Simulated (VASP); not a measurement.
Wanted: the native input for a VASP 6.6.1 run.

```yaml
Task: single point
Functional: PBEsol
Potentials_or_basis: VASP PAW PBE potentials, release 64 (Os)
Cutoff: 520 eV
k_mesh: 14 × 14 × 14
Occupations: fermi-dirac, width 0.05 eV
Spin: no spin polarisation
Dipole_correction: no
Further_INCAR_settings: ALGO = Normal; EDIFF = 1e-06; NBANDS = 10
```

The structure of Os lies in POSCAR:

```
Os
1.0
    0.0000000000      1.9384949347      1.9384949347
    1.9384949347      0.0000000000      1.9384949347
    1.9384949347      1.9384949347      0.0000000000
Os
1
Direct
    0.0000000000      0.0000000000      0.0000000000
```

This cell differs from its parent crystal: volume scaled by 0.99.

The input as run:

INCAR

```
SYSTEM = Os
  ALGO = Normal
  EDIFF = 1E-6
  ENCUT = 520
  GGA = PS
  ISIF = 2
  ISMEAR = -1
  LASPH = .True.
  LCHARG = .True.
  LELF = .True.
  LREAL = .False.
  LVHAR = .True.
  LWAVE = .False.
  NBANDS = 10
  NELM = 80
  PREC = Accurate
  SIGMA = 0.05
```

KPOINTS

```
k-points
0
Gamma
  14 14 14
  0 0 0
```

Potentials or basis: VASP PAW PBE potentials, release 64 (Os).

Run with:

```bash
$ cat potpaw_PBE.64/Os/POTCAR > POTCAR
$ mpirun -np 1 vasp_std > vasp.out
```

It gave:

| Item | Value |
| --- | --- |
| Pressure | -16.5 GPa |
| Band gap on the k mesh | zero (band 4 reaches 10.86 eV, above the bottom of band 5 at 7.31 eV) |

Caveat: the PAW data sets were made with another functional, which shifts forces and pressure a little; spin-orbit coupling is left out, which moves the levels of the heavy elements.

It took 5.4 s on 1 thread of Intel(R) Xeon(R) 6975P-C (Granite Rapids) (shared host), peak memory 0.13 GiB.
